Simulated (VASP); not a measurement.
Set up this calculation in VASP 6.6.1, as the native input.

| Quantity | Value |
| --- | --- |
| Task | single point |
| Functional | PBEsol |
| Potentials or basis | VASP PAW PBE potentials, release 64 (In_d, P) |
| Cutoff | 520 eV |
| k mesh | 6 × 6 × 6 |
| Occupations | gaussian, width 0.1 eV |
| Spin | no spin polarisation |
| Dipole correction | no |
| Further INCAR settings | ALGO = Normal; EDIFF = 1e-06; NBANDS = 38 |

The structure of InP3 lies in POSCAR:

```
InP3
1.0
    3.6910832148      2.1310478877      3.2169121621
   -3.6910832148      2.1310478877      3.2169121621
    0.0000000000     -4.2620957753      3.2169121621
In P
2 6
Direct
    0.2750280539      0.2750280539      0.2750280539
    0.7249719461      0.7249719461      0.7249719461
    0.7929170925      0.2397750789      0.7929170925
    0.7929170925      0.7929170925      0.2397750789
    0.2397750789      0.7929170925      0.7929170925
    0.2070829075      0.7602249211      0.2070829075
    0.7602249211      0.2070829075      0.2070829075
    0.2070829075      0.2070829075      0.7602249211
```

These files were run (other wordings do the same):

INCAR

```
PREC = Accurate ; ENCUT = 520
EDIFF = 1E-6 ; ISMEAR = 0
SIGMA = 0.1 ; LREAL = F
LASPH = T ; NELM = 60
ALGO = Normal ; ISIF = 2
LWAVE = F ; LCHARG = F
GGA = PS ; NBANDS = 38
```

KPOINTS

```
Automatic mesh
0
Gamma
  6 6 6
```

Potentials or basis: VASP PAW PBE potentials, release 64 (In_d, P).

The run is started by

```console
$ cat potpaw_PBE.64/In_d/POTCAR potpaw_PBE.64/P/POTCAR > POTCAR
$ mpirun -np 1 vasp_std > vasp.out
```

Results of the run:

* Pressure: 2.0 GPa
* Largest force: 0.025 eV/Å
* Band gap on the k mesh: zero (band 28 reaches 7.42 eV, above the bottom of band 29 at 6.99 eV)

Caveat: the PAW data sets were made with another functional, which shifts forces and pressure a little; spin-orbit coupling is left out, which moves the levels of the heavy elements.

Run time: 65 s on 1 thread of Intel(R) Xeon(R) 6975P-C (Granite Rapids) (shared host), peak memory 0.32 GiB.
